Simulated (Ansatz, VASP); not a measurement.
# Sc: VASP beside Ansatz

INCAR

```
PREC     = Accurate       # precision mode
ENCUT    = 520            # plane-wave cutoff, eV
EDIFF    = 1E-6           # SCF threshold, eV
ISMEAR   = -1             # smearing method
SIGMA    = 0.05           # smearing width, eV
LREAL    = False          # projectors in reciprocal space
LASPH    = True           # aspherical terms in the spheres
NELM     = 100            # most SCF steps
ALGO     = Normal         # electronic algorithm
ISIF     = 2              # what is computed and relaxed
LWAVE    = False          # write WAVECAR
LCHARG   = False          # write CHGCAR
GGA      = PE             # functional
NBANDS   = 12             # bands
```

The input KPOINTS:

```
regular mesh
0
Gamma
  16 16 16
```

POSCAR

```
Sc
1.0
   -1.3552740570      1.3552740570      1.3552740570
    1.3552740570     -1.3552740570      1.3552740570
    1.3552740570      1.3552740570     -1.3552740570
Sc
1
Direct
    0.0000000000      0.0000000000      0.0000000000
```

Input for Ansatz:

```yaml
crystal:
  lattice:
    - [-1.355274057, 1.355274057, 1.355274057]
    - [1.355274057, -1.355274057, 1.355274057]
    - [1.355274057, 1.355274057, -1.355274057]
  atoms:
    - { symbol: Sc, position: [0.0, 0.0, 0.0] }
kpoints:
  mp_grid: { grid: [16, 16, 16] }
scf:
  occupations: { method: fermi_dirac, width: 0.05 }
hamiltonian:
  xc: pbe
  pseudopotentials: { kind: all_electron, datasets: crystal }
output:
  forces: true
  stress: true
  eigenvalues: true
```

Change from the starting cell: volume scaled by 0.4, crystal datasets.

Alike in both runs: task single point; functional PBE; k mesh 16 × 16 × 16; occupations fermi-dirac, width 0.05 eV; no spin polarisation.

```csv
,VASP,Ansatz
version,VASP 6.6.1,Ansatz 0.2.0
potentials or method,"VASP PAW PBE potentials, release 64 (Sc_sv), cutoff 520 eV","all-electron PAW with datasets made for the crystal, scalar-relativistic"
```

```tsv
	VASP	Ansatz	Ansatz less VASP
pressure (GPa)	169.7	165.5	-4.15
```

Both programs put the cell under a high pressure, so it lies far from rest at this level. Ansatz ran all-electron here, and VASP with PAW potentials.

Noted on VASP's run: the cell as given lies far from equilibrium.
